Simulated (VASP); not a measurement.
# Cu (I4/mmm) in VASP: a series of runs

Runs on Cu. Level: LDA. Tasks: single point.

All numbers are computed with VASP 6.6.1; they aren't measurements. Logs are shortened: lines on timing, memory, paths and dates and some standing lists are left out, and cuts for length are marked.

## (1) The cell of the first run

Symmetry: I4/mmm, No. 139, tetragonal system. Conventional cell: a = 3.011 Å, b = 3.011 Å, c = 2.508 Å, α = 90.00°, β = 90.00°, γ = 90.00°. Within 3.3 Å of Cu (site symmetry 4/mmm) lie 14 Cu at 2.47 to 3.01 Å.

## (2) Single point, LDA (11.37 Å³/atom)

INCAR reads:

```
SYSTEM = Cu
PREC     = Accurate       ! precision mode
ENCUT    = 520            ! plane-wave cutoff, eV
EDIFF    = 1E-6           ! SCF threshold, eV
ISMEAR   = 0              ! smearing method
SIGMA    = 0.15           ! smearing width, eV
LREAL    = .FALSE.        ! projectors in reciprocal space
LASPH    = .TRUE.         ! aspherical terms in the spheres
NELM     = 80             ! most SCF steps
ALGO     = Normal         ! electronic algorithm
ISIF     = 2              ! what is computed and relaxed
LWAVE    = .FALSE.        ! write WAVECAR
LCHARG   = .FALSE.        ! write CHGCAR
NBANDS   = 12             ! bands
```

KPOINTS reads:

```
regular mesh
0
G
  24 24 24
  0 0 0
```

POSCAR reads:

```
Cu
1.0
   -1.5055033194      1.5055033194      1.2537831644
    1.5055033194     -1.5055033194      1.2537831644
    1.5055033194      1.5055033194     -1.2537831644
Cu
1
Direct
    0.0000000000      0.0000000000      0.0000000000
```

Potentials or basis: VASP PAW LDA potentials, release 64 (Cu).

The run is started by

```sh
cat potpaw_LDA.64/Cu/POTCAR > POTCAR
mpirun -np 1 vasp_std > vasp.out
```

OUTCAR:

```text
SYSTEM = Cu
   PREC = Accurate
   ENCUT = 520
   EDIFF = 1E-6
   ISMEAR = 0
   LREAL = .FALSE.
   LASPH = .TRUE.
   NELM = 80
   ISIF = 2

 ion  position               nearest neighbor table
   1  0.000  0.000  0.000-

  LATTYP: Found a body centered tetragonal cell.
 ALAT       =     3.0110066388
 C/A-ratio  =     0.8328000000

  Lattice vectors:

 A1 = (  -1.5055033194,   1.5055033194,   1.2537831644)
 A2 = (   1.5055033194,  -1.5055033194,   1.2537831644)
 A3 = (   1.5055033194,   1.5055033194,  -1.2537831644)

Analysis of symmetry for initial positions (statically):
=====================================================================
 Subroutine PRICEL returns:
 Original cell was already a primitive cell.

 Routine SETGRP: Setting up the symmetry group for a
 body centered tetragonal supercell.

 Subroutine GETGRP returns: Found 16 space group operations
 (whereof 16 operations were pure point group operations)
 out of a pool of 16 trial point group operations.

The static configuration has the point symmetry D_4h.

Analysis of symmetry for dynamics (positions and initial velocities):
=====================================================================
 Subroutine PRICEL returns:
 Original cell was already a primitive cell.

 Routine SETGRP: Setting up the symmetry group for a
 body centered tetragonal supercell.

 Subroutine GETGRP returns: Found 16 space group operations
 (whereof 16 operations were pure point group operations)
 out of a pool of 16 trial point group operations.

The dynamic configuration has the point symmetry D_4h.

 Subroutine INISYM returns: Found 16 space group operations
 (whereof 16 operations are pure point group operations),
 and found     1 'primitive' translations

----------------------------------------------------------------------------------------

                                     Primitive cell

  volume of cell :      11.3670

  direct lattice vectors                    reciprocal lattice vectors
    -1.505503319  1.505503319  1.253783164     0.000000000  0.332114844  0.398793040
     1.505503319 -1.505503319  1.253783164     0.332114844  0.000000000  0.398793040
     1.505503319  1.505503319 -1.253783164     0.332114844  0.332114844  0.000000000

  length of vectors
     2.470840487  2.470840487  2.470840487     0.518976067  0.518976067  0.469681317

  position of ions in fractional coordinates (direct lattice)
     0.000000000  0.000000000  0.000000000

  ion indices of the primitive-cell ions
   primitive index   ion index
                 1           1

----------------------------------------------------------------------------------------

 KPOINTS: regular mesh

Automatic generation of k-mesh.
 Grid dimensions read from file:
 generate k-points for:   24   24   24

 Generating k-lattice:

  Cartesian coordinates                     Fractional coordinates (reciprocal lattice)
     0.000000000  0.013838118  0.016616377     0.041666667  0.000000000  0.000000000
     0.013838118  0.000000000  0.016616377     0.000000000  0.041666667  0.000000000
     0.013838118  0.013838118  0.000000000     0.000000000  0.000000000  0.041666667

  Length of vectors
     0.021624003  0.021624003  0.019570055

  Shift w.r.t. Gamma in fractional coordinates (k-lattice)
     0.000000000  0.000000000  0.000000000

 Subroutine IBZKPT returns following result:
 ===========================================

 Found   1063 irreducible k-points:

 Following reciprocal coordinates:
            Coordinates               Weight
  0.000000  0.000000  0.000000      1.000000
  0.041667  0.000000  0.000000      8.000000
  0.083333 -0.000000  0.000000      8.000000
  0.125000 -0.000000  0.000000      8.000000
  0.166667 -0.000000  0.000000      8.000000
  0.208333 -0.000000  0.000000      8.000000
[... 16 lines left out ...]
  0.416667  0.041667  0.000000     16.000000
  0.458333  0.041667  0.000000     16.000000
 [... further k-points ...]
   k-points           NKPTS =   1063   k-points in BZ     NKDIM =   1063   number of bands    NBANDS=     12
   number of dos      NEDOS =    301   number of ions     NIONS =      1
   total plane-waves  NPLWV =   5832
   dimension x,y,z NGX =    18 NGY =   18 NGZ =   18
   dimension x,y,z NGXF=    36 NGYF=   36 NGZF=   36
   ions per type =               1
   NGX,Y,Z   is equivalent  to a cutoff of  12.11, 12.11, 12.11 a.u.
   NGXF,Y,Z  is equivalent  to a cutoff of  24.22, 24.22, 24.22 a.u.
 SYSTEM =  Cu
   PREC   = accura    normal or accurate (medium, high low for compatibility)
   ISTART =      0    job   : 0-new  1-cont  2-samecut
   ICHARG =      2    charge: 1-file 2-atom 10-const
   ISPIN  =      1    spin polarized calculation?
   LNONCOLLINEAR =      F non collinear calculations
   LSORBIT =      F    spin-orbit coupling
   LASPH  =      T    aspherical Exc in radial PAW
   ENCUT  =  520.0 eV  38.22 Ry    6.18 a.u.   4.59  4.59  4.59*2*pi/ulx,y,z
   NELM   =     80;   NELMIN=  2; NELMDL= -5     # of ELM steps
   EDIFF  = 0.1E-05   stopping-criterion for ELM
   LREAL  =      F    real-space projection
   EDIFFG = 0.1E-04   stopping-criterion for IOM
   NSW    =      0    number of steps for IOM
   IBRION =     -1    ionic relax: 0-MD 1-quasi-New 2-CG
   NFREE  =      0    steps in history (QN), initial steepest desc. (CG)
   ISIF   =      2    stress and relaxation
   ISYM   =      2    0-nonsym 1-usesym 2-fastsym
   POTIM  = 0.5000    time-step for ionic-motion
   TEBEG  =    0.0;   TEEND  =   0.0 temperature during run
   PSTRESS=    0.0 pullay stress
   NELECT =      11.0000    total number of electrons
   NUPDOWN=      -1.0000    fix difference up-down
   EMIN   =  10.00;   EMAX   =-10.00  energy-range for DOS
   EFERMI =   0.00;   METHOD = LEGACY
   ISMEAR =     0;   SIGMA  =   0.15  broadening in eV -4-tet -1-fermi 0-gaus
   EFERMI_NEDOS =   21; number of points for ismear=-14 and -15
   IALGO  =     38    algorithm
   IMIX   =      4    mixing-type and parameters
     AMIX     =   0.40;   BMIX     =  1.00
     AMIX_MAG =   1.60;   BMIX_MAG =  1.00
  volume/ion in A,a.u.               =      11.37        76.71
  Fermi-wavevector in a.u.,A,eV,Ry     =   1.619287  3.060008 35.675696  2.622090
  Thomas-Fermi vector in A             =   2.713412
   LORBIT       =      0    0 simple, 1 ext, 2 COOP (PROOUT), +10 PAW based schemes
   GGA     = CA    functional components
   LHFCALC =     F    Hartree Fock is set to
   AEXX    =    0.0000 exact exchange contribution
   IVDW    =     0    specifies the selected vdW correction
   LEPSILON=     F    determine dielectric tensor
   LRPA    =     F    only Hartree local field effects (RPA)
 non-spin polarized calculation
 Gauss-broadening in eV      SIGMA  =   0.15
  energy-cutoff  :      520.00
  volume of cell :       11.37
 maximum number of plane-waves:       317
   NGX =  9   NGY =  9   NGZ =  9

 number of electron      10.9999986 magnetization

 Free energy of the ion-electron system (eV)
  ---------------------------------------------------
  ext. energy  EPLUGINS =         0.00000000
  ---------------------------------------------------
  free energy    TOTEN  =        -4.65071487 eV

  energy without entropy =       -4.64638251  energy(sigma->0) =       -4.64854869

 E-fermi :   7.8466     XC(G=0): -13.3211

 val. band max:        7.8419137891   @ k =  -0.0833  -0.4167   0.0417
 cond. band min:       7.8504064361   @ k =   0.4583   0.4167   0.0417
 fundamental gap:      0.0084926469
 Fermi energy:         7.8466336917

 k-point     1 :       0.0000    0.0000    0.0000
  band No.  band energies     occupation
      1      -1.8094      2.00000
      2       4.0943      2.00000
      3       4.9317      2.00000
      4       4.9317      2.00000
      5       5.0187      2.00000
      6       5.9315      2.00000
      7      30.4636      0.00000
      8      30.4636      0.00000
      9      34.3281      0.00000
     10      35.4612      0.00000
     11      36.8967      0.00000
     12      37.6836      0.00000

 k-point     2 :       0.0417    0.0000    0.0000
  band No.  band energies     occupation
      1      -1.7346      2.00000
      2       4.1069      2.00000
      3       4.9222      2.00000
      4       4.9280      2.00000
      5       5.0316      2.00000
      6       5.9189      2.00000
      7      30.2228      0.00000
      8      30.2656      0.00000
      9      34.5896      0.00000
     10      35.5786      0.00000
     11      35.7328      0.00000
     12      37.0987      0.00000

 k-point     3 :       0.0833   -0.0000    0.0000
  band No.  band energies     occupation
      1      -1.5119      2.00000
      2       4.1373      2.00000
      3       4.8849      2.00000
      4       4.9247      2.00000
      5       5.0791      2.00000
      6       5.8837      2.00000
      7      29.6610      0.00000
      8      29.7402      0.00000
      9      33.3966      0.00000
     10      34.7761      0.00000
     11      35.7208      0.00000
     12      36.5345      0.00000

 k-point     4 :       0.1250   -0.0000    0.0000
  band No.  band energies     occupation
      1      -1.1462      2.00000
      2       4.1623      2.00000
      3       4.8191      2.00000
      4       4.9461      2.00000
      5       5.1628      2.00000
      6       5.8331      2.00000
      7      28.9807      0.00000
      8      28.9868      0.00000
      9      30.9679      0.00000
     10      33.8853      0.00000
     11      35.1744      0.00000
     12      36.7208      0.00000

 k-point     5 :       0.1667   -0.0000    0.0000
  band No.  band energies     occupation
      1      -0.6473      2.00000
      2       4.1518      2.00000
      3       4.7362      2.00000
      4       5.0228      2.00000
      5       5.2763      2.00000
      6       5.7758      2.00000
      7      27.7673      0.00000
      8      28.2896      0.00000
      9      28.9198      0.00000
     10      32.7251      0.00000
     11      34.3223      0.00000
     12      37.1831      0.00000
[... 228 lines left out ...]
      1       2.2531      2.00000
      2       3.7321      2.00000
      3       5.1815      2.00000
      4       5.5828      2.00000
      5       6.0071      2.00000
      6       6.0447      2.00000
      7      17.7781      0.00000
      8      25.0031      0.00000
      9      25.3584      0.00000
     10      29.2859      0.00000
     11      31.9743      0.00000
     12      38.3073      0.00000

 k-point    22 :       0.3750    0.0417    0.0000
  band No.  band energies     occupation
      1       2.5003      2.00000
      2       3.6474      2.00000
      3       5.4729      2.00000
      4       5.7916      2.00000
      5       6.1230      2.00000
      6       6.5142      2.00000
      7      15.9038      0.00000
      8      24.5560      0.00000
      9      24.6969      0.00000
     10      29.0704      0.00000
     11      31.8586      0.00000
     12      38.7711      0.00000

 k-point    23 :       0.4167    0.0417    0.0000
  band No.  band energies     occupation
      1       2.5981      2.00000
      2       3.5885      2.00000
      3       5.4998      2.00000
      4       6.0313      2.00000
      5       6.2151      2.00000
      6       7.2817      2.00000
      7      14.3371      0.00000
      8      24.0716      0.00000
      9      24.3870      0.00000
     10      28.9478      0.00000
     11      31.8284      0.00000
     12      39.2342      0.00000

 k-point    24 :       0.4583    0.0417    0.0000
  band No.  band energies     occupation
      1       2.6270      2.00000
      2       3.5598      2.00000
      3       5.5101      2.00000
      4       6.1095      2.00000
      5       6.2714      2.00000
      6       7.9083      0.56072
      7      13.3778      0.00000
      8      23.7187      0.00000
      9      24.2886      0.00000
     10      28.9156      0.00000
     11      31.8674      0.00000
     12      39.6966      0.00000

 [... further k-points ...]

------------------------ aborting loop because EDIFF is reached ----------------------------------------

  FORCE on cell =-STRESS in cart. coord.  units (eV):
  Direction    XX          YY          ZZ          XY          YZ          ZX
  --------------------------------------------------------------------------------------
  -------------------------------------------------------------------------------------
  Total       -0.4716988     -0.4716988     -0.0119664      0.0000000      0.0000000      0.0000000
  in kB      -66.4858859    -66.4858859     -1.6866584      0.0000000      0.0000000      0.0000000
  external PRESSURE =     -44.8861434 kB  Pullay stress =       0.0000000 kB

 VOLUME and BASIS-vectors are now :
 -----------------------------------------------------------------------------
  energy-cutoff  :      520.00
  volume of cell :       11.37
      direct lattice vectors                 reciprocal lattice vectors
    -1.505503319  1.505503319  1.253783164     0.000000000  0.332114844  0.398793040
     1.505503319 -1.505503319  1.253783164     0.332114844  0.000000000  0.398793040
     1.505503319  1.505503319 -1.253783164     0.332114844  0.332114844  0.000000000

 POSITION                                       TOTAL-FORCE (eV/Angst)
 -----------------------------------------------------------------------------------
      0.00000      0.00000      0.00000         0.000000      0.000000      0.000000
 -----------------------------------------------------------------------------------
    total drift:                                0.000000      0.000000      0.000000

  FREE ENERGIE OF THE ION-ELECTRON SYSTEM (eV)
  ---------------------------------------------------
  free  energy   TOTEN  =        -4.6507148697 eV

  energy  without entropy=       -4.6463825050  energy(sigma->0) =       -4.64854869
```

Wall time 44 s (1 thread of Intel Xeon 6975P-C (Granite Rapids), shared host); peak memory 0.24 GiB.

Results:

| Property | Result |
| --- | --- |
| Free energy | -4.6507 eV |
| Pressure | -4.5 GPa |
| Band gap on the k mesh | zero (an odd number of electrons rules out a gap without spin polarisation) |

Stress tensor (GPa, compression positive):
```
-6.65  0.00  0.00
 0.00 -6.65  0.00
 0.00  0.00 -0.17
```

Levels at points of the mesh, in eV from the Fermi level:
```
           k point  band 2  band 3  band 4  band 5  band 6  band 7  band 8  band 9  band 10  band 11
(0.00, 0.00, 0.00)   -3.75   -2.91   -2.91   -2.83   -1.92   22.62   22.62   26.48    27.61    29.05
(0.50, 0.00, 0.00)   -4.30   -2.32   -1.67   -1.50   -0.06    5.42   16.40   16.47    20.67    23.69
(0.50, 0.50, 0.00)   -3.33   -2.89   -2.29   -1.53   -1.51    3.26   21.53   22.17    25.42    27.88
(0.50, 0.50, 0.50)   -4.90   -1.66   -1.66   -1.49    6.10    6.10   12.26   12.71    13.61    20.06
```

Caveat: the cell stands under tension.

## (3) Single point, LDA (11.37 Å³/atom)

INCAR reads:

```
SYSTEM = Cu
  PREC = Accurate
  ENCUT = 520
  EDIFF = 1E-6
  ISMEAR = 0
  SIGMA = 0.15
  LREAL = .FALSE.
  LASPH = .TRUE.
  NELM = 80
  ALGO = Normal
  ISIF = 2
  LWAVE = .FALSE.
  LCHARG = .TRUE.
  LELF = .TRUE.
  LVHAR = .TRUE.
  NBANDS = 12
```

KPOINTS reads:

```
Automatic mesh
0
G
  24 24 24
  0 0 0
```

POSCAR reads:

```
Cu
1.0
   -1.4755241133      1.4755241133      1.3052486306
    1.4755241133     -1.4755241133      1.3052486306
    1.4755241133      1.4755241133     -1.3052486306
Cu
1
Direct
    0.0000000000      0.0000000000      0.0000000000
```

Potentials or basis: VASP PAW LDA potentials, release 64 (Cu).

The run is started by

```sh
cat potpaw_LDA.64/Cu/POTCAR > POTCAR
mpirun -np 1 vasp_std > vasp.out
```

It took 42 s on 1 thread of Intel Xeon 6975P-C (Granite Rapids), shared host; peak memory 0.24 GiB.

It converged, with:

- Free energy: -4.6610 eV
- Pressure: -5.4 GPa
- Band gap on the k mesh: zero (an odd number of electrons rules out a gap without spin polarisation)

Stress tensor (GPa, compression positive):
```
-5.87  0.00  0.00
 0.00 -5.87  0.00
 0.00  0.00 -4.50
```

Levels at points of the mesh, in eV from the Fermi level:
| k point | band 2 | band 3 | band 4 | band 5 | band 6 | band 7 | band 8 | band 9 | band 10 | band 11 |
| --- | --- | --- | --- | --- | --- | --- | --- | --- | --- | --- |
| (0.00, 0.00, 0.00) | -3.61 | -3.06 | -3.06 | -2.57 | -1.98 | 23.78 | 23.78 | 27.70 | 27.73 | 28.30 |
| (0.50, 0.00, 0.00) | -4.22 | -2.27 | -1.81 | -1.45 | -0.30 | 5.07 | 16.81 | 16.85 | 20.99 | 24.05 |
| (0.50, 0.50, 0.00) | -3.58 | -2.66 | -2.22 | -1.49 | -1.27 | 3.65 | 20.20 | 20.59 | 24.10 | 26.89 |
| (0.50, 0.50, 0.50) | -4.87 | -1.65 | -1.65 | -1.52 | 6.80 | 6.80 | 11.71 | 12.81 | 13.45 | 18.43 |

Caveat: the cell stands under tension.

## (4) Single point, LDA (11.37 Å³/atom)

INCAR reads:

```
SYSTEM = Cu
ALGO     = Normal         ! electronic algorithm
EDIFF    = 1E-7           ! SCF threshold, eV
ENCUT    = 520            ! plane-wave cutoff, eV
ISIF     = 2              ! what is computed and relaxed
ISMEAR   = 0              ! smearing method
LASPH    = .TRUE.         ! aspherical terms in the spheres
LCHARG   = .FALSE.        ! write CHGCAR
LREAL    = .FALSE.        ! projectors in reciprocal space
LWAVE    = .FALSE.        ! write WAVECAR
NBANDS   = 12             ! bands
NELM     = 60             ! most SCF steps
PREC     = Accurate       ! precision mode
SIGMA    = 0.15           ! smearing width, eV
```

KPOINTS reads:

```
k-points
0
G
  24 24 24
  0 0 0
```

POSCAR reads:

```
Cu
1.0
   -1.4904437334      1.4904437334      1.2792478564
    1.4904437334     -1.4904437334      1.2792478564
    1.4904437334      1.4904437334     -1.2792478564
Cu
1
Direct
    0.0000000000      0.0000000000      0.0000000000
```

The run is started by

```sh
cat potpaw_LDA.64/Cu/POTCAR > POTCAR
mpirun -np 1 vasp_std > vasp.out
```

Wall time 42 s (1 thread of Intel Xeon 6975P-C (Granite Rapids), shared host); peak memory 0.24 GiB.

Results (log left out):

| Item | Value |
| --- | --- |
| Free energy | -4.6578 eV |
| Pressure | -5.1 GPa |
| Band gap on the k mesh | zero (an odd number of electrons rules out a gap without spin polarisation) |

Stress tensor (GPa, compression positive):
```
-6.21  0.00  0.00
 0.00 -6.21  0.00
 0.00  0.00 -2.75
```

Levels at points of the mesh, in eV from the Fermi level:
| k point | band 2 | band 3 | band 4 | band 5 | band 6 | band 7 | band 8 | band 9 | band 10 | band 11 |
| --- | --- | --- | --- | --- | --- | --- | --- | --- | --- | --- |
| (0.00, 0.00, 0.00) | -3.68 | -2.99 | -2.99 | -2.69 | -1.94 | 23.21 | 23.21 | 27.10 | 27.96 | 28.35 |
| (0.50, 0.00, 0.00) | -4.26 | -2.30 | -1.73 | -1.47 | -0.18 | 5.24 | 16.60 | 16.66 | 20.82 | 23.86 |
| (0.50, 0.50, 0.00) | -3.46 | -2.77 | -2.26 | -1.50 | -1.40 | 3.45 | 20.85 | 21.36 | 24.74 | 27.39 |
| (0.50, 0.50, 0.50) | -4.88 | -1.65 | -1.65 | -1.51 | 6.45 | 6.45 | 12.53 | 12.64 | 13.09 | 19.22 |

Caveat: the cell stands under tension.

(Part 1 of 2 ends here.)
